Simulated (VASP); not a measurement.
Runs of VASP 6.6.1 on KF. The structure is that of space group Fm-3m (No. 225), or close to it. The cells are those of the table. 

```tsv
cell	gap on the mesh (eV)	pressure (GPa)
a = 3.923, b = 3.923, c = 3.875 Å, angles 60.4, 60.4, 59.2°, 2 atoms	5.31	-5.3
a = 3.782, b = 3.782, c = 3.686 Å, angles 60.8, 60.8, 58.3°, 2 atoms	5.87	-2.5
a = 3.734, b = 3.734, c = 3.686 Å, angles 60.4, 60.4, 59.2°, 2 atoms	6.02	(a)
a = 3.923, b = 3.923, c = 3.970 Å, angles 59.6, 59.6, 60.8°, 2 atoms	(b)	-5.6
a = 3.828, b = 3.828, c = 3.781 Å, angles 60.4, 60.4, 59.2°, 2 atoms	5.65	-4.0
a = 3.686 Å, angles 60.0°, 2 atoms	6.18	-1.0
a = 3.592 Å, angles 60.0°, 2 atoms	6.63	(c)
a = 3.688, b = 3.688, c = 3.592 Å, angles 60.9, 60.9, 58.3°, 2 atoms	6.27	0.4
a = 3.639, b = 3.639, c = 3.592 Å, angles 60.4, 60.4, 59.1°, 2 atoms	6.45	1.4
a = 3.734, b = 3.734, c = 3.781 Å, angles 59.6, 59.6, 60.8°, 2 atoms	5.88	-2.7
a = 3.970 Å, angles 60.0°, 2 atoms	5.11	-5.9
a = 3.828, b = 3.828, c = 3.875 Å, angles 59.6, 59.6, 60.8°, 2 atoms	5.52	-4.5
```

Alike in all rows: task single point; level LDA; potentials or basis VASP PAW LDA potentials, release 64 (K_sv, F); no spin polarisation; k mesh 8 × 8 × 8; cutoff (eV) 520; smearing gaussian 0.05 eV.

Problem. Fill in the values left out.

Solution. (a) -1.9; (b) 5.20; (c) 2.7.

A k mesh can miss the band edges.
